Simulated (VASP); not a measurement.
Write the native input for VASP 6.6.1 that does the following.

```yaml
Task: single point
Functional: r2SCAN
Potentials_or_basis: VASP PAW PBE potentials, release 64 (Ti_sv, Si)
Cutoff: 520 eV
k_mesh: 10 × 10 × 10
Occupations: gaussian, width 0.1 eV
Spin: no spin polarisation
Dipole_correction: no
Further_INCAR_settings: ALGO = Normal; EDIFF = 1e-06; NBANDS = 29
```

TiSi2:

```xyz
6
Lattice="1.7644 -6.7589 0.0000 1.7644 6.7589 0.0000 0.0000 0.0000 3.5651" Properties=species:S:1:pos:R:3 pbc="T T T"
Ti    1.7644   -5.3640    2.6738
Ti    1.7644    5.3640    0.8913
Si    1.7644   -0.7876    2.6738
Si    1.7644    0.7876    0.8913
Si    1.7644    3.3819    2.6738
Si    1.7644   -3.3819    0.8913
```

The input as run:

POSCAR

```
TiSi2
1.0
    1.7644282862     -6.7589378975      0.0000000000
    1.7644282862      6.7589378975      0.0000000000
    0.0000000000      0.0000000000      3.5650963546
Ti Si
2 4
Direct
    0.8968047857      0.1031952143      0.7500000000
    0.1031952143      0.8968047857      0.2500000000
    0.5582642716      0.4417357284      0.7500000000
    0.4417357284      0.5582642716      0.2500000000
    0.2498196787      0.7501803213      0.7500000000
    0.7501803213      0.2498196787      0.2500000000
```

INCAR.step1

```
ALGO = Normal
EDIFF = 1E-4
ENCUT = 520
GGA = PE
ISMEAR = 0
LASPH = True
LCHARG = False
LREAL = False
LWAVE = True
NBANDS = 29
NELM = 100
PREC = Accurate
SIGMA = 0.1
```

INCAR.step2

```
ALGO = Normal
EDIFF = 1E-6
ENCUT = 520
ISIF = 2
ISMEAR = 0
ISTART = 1
LASPH = True
LCHARG = True
LELF = True
LMIXTAU = True
LREAL = False
LVHAR = True
LWAVE = False
METAGGA = R2SCAN
NBANDS = 29
NELM = 100
PREC = Accurate
SIGMA = 0.1
```

KPOINTS

```
k-points
0
Gamma
  10 10 10
```

Potentials or basis: VASP PAW PBE potentials, release 64 (Ti_sv, Si).

Launch:

```bash
$ cat potpaw_PBE.64/Ti_sv/POTCAR potpaw_PBE.64/Si/POTCAR > POTCAR
$ cp INCAR.step1 INCAR
$ mpirun -np 1 vasp_std > vasp.out
$ cp INCAR.step2 INCAR
$ mpirun -np 1 vasp_std > vasp.out
```

It gave:

```yaml
Pressure: 0.2 GPa
Largest_force: 0.014 eV/Å
Band_gap_on_the_k_mesh: zero (bands 20 and 21 overlap by 1.04 eV)
```

Caveat: the PAW data sets were made with another functional, which shifts forces and pressure a little.

It took 28 min on 1 thread of Intel(R) Xeon(R) 6975P-C (Granite Rapids) (shared host), peak memory 0.56 GiB.
